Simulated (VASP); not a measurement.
OsRu, 2 atoms in the cell. Symmetry: P-6m2, No. 187, hexagonal system. Conventional cell: a = 2.727 Å, b = 2.727 Å, c = 4.300 Å, α = 90.00°, β = 90.00°, γ = 120.00°. Within 3.5 Å of Ru (site symmetry -6m2) lie 6 Os at 2.66 Å and 6 Ru at 2.73 Å. Os (site symmetry -6m2) has 6 Ru at 2.66 Å and 6 Os at 2.73 Å within 3.5 Å. 

```yaml
Program: VASP 6.6.1
Task: single point
Functional: PBEsol
Potentials_or_basis: VASP PAW PBE potentials, release 64 (Ru_pv, Os)
Cutoff: 520 eV
k_mesh: 10 × 10 × 6
Occupations: methfessel-paxton, width 0.1 eV
Spin: no spin polarisation
Dipole_correction: no
Further_INCAR_settings: ALGO = Normal; EDIFF = 1e-06; NBANDS = 18
```

Potentials or basis: VASP PAW PBE potentials, release 64 (Ru_pv, Os).

The run is started by

```bash
$ cat potpaw_PBE.64/Ru_pv/POTCAR potpaw_PBE.64/Os/POTCAR > POTCAR
$ mpirun -np 1 vasp_std > vasp.out
```

Hardware: 1 thread of Intel(R) Xeon(R) Platinum 8488C (Sapphire Rapids), with other jobs on the host.

Q: How long does it take, and how much memory?

A: It took 20 s on 1 thread of Intel(R) Xeon(R) Platinum 8488C (Sapphire Rapids) (shared host), peak memory 0.16 GiB. Counts: scf iterations 14, k points 56.
